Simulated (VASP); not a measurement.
A run of VASP 6.6.1 is set up as follows.

INCAR

```
PREC = Accurate
ENCUT = 600
EDIFF = 1E-7
ISMEAR = 0
SIGMA = 0.2
LREAL = F
LASPH = T
NELM = 120
ALGO = Normal
ISIF = 3
LWAVE = F
LCHARG = F
GGA = PE
IBRION = 2
NSW = 36
EDIFFG = -0.08
GGA_COMPAT = F
NELMIN = 4
```

KPOINTS

```
regular mesh
0
Gamma
  6 6 2
```

Contents of POSCAR:

```
Mg2Si3N3
1.0
    3.1000000000      0.0000000000      0.0000000000
   -1.5500000000      2.6846787500      0.0000000000
    0.0000000000      0.0000000000     12.6000000000
Mg Si N
2 3 3
Direct
    0.6666666700      0.3333333300      0.9050000000
    0.3333333300      0.6666666700      0.0950000000
    0.3333333300      0.6666666700      0.6710000000
    0.6666666700      0.3333333300      0.3290000000
    0.0000000000      0.0000000000      0.5000000000
    0.3333333300      0.6666666700      0.8100000000
    0.6666666700      0.3333333300      0.1900000000
    0.0000000000      0.0000000000      0.0000000000
```

Potentials or basis: VASP PAW PBE potentials, release 64 (Mg, Si, N).

Run with:

```console
$ cat potpaw_PBE.64/Mg/POTCAR potpaw_PBE.64/Si/POTCAR potpaw_PBE.64/N/POTCAR > POTCAR
$ mpirun -np 1 vasp_std > vasp.out
```

Task: What does it give for the band gap on the k mesh?

Result: Zero (an odd number of electrons rules out a gap without spin polarisation).

Task: What does it give for the space group after relaxing (to 0.1 Å)?

Result: P-3m1 (No. 164).

Task: Predict the relaxed cell.

Result: a = 3.345 Å, b = 3.345 Å, c = 10.961 Å, α = 90.00°, β = 90.00°, γ = 120.00°.

Task: What does it give for the relaxed volume?

Result: 13.27 Å³/atom.

Final structure:
```xyz
8
Lattice="3.3447 0.0000 0.0000 -1.6723 2.8966 0.0000 0.0000 0.0000 10.9614" Properties=species:S:1:pos:R:3 pbc="T T T"
Mg    1.6723    0.9655    9.7280
Mg    0.0000    1.9310    1.2334
Si    0.0000    1.9310    7.0160
Si    1.6723    0.9655    3.9454
Si    3.3447    0.0000    5.4807
N     0.0000    1.9310    8.6517
N     1.6723    0.9655    2.3097
N     1.6723    2.8966    0.0000
```

Caveat: the k points lie up to 0.36 Å⁻¹ apart in the final cell, too coarse for converged energies and pressures of a metal.
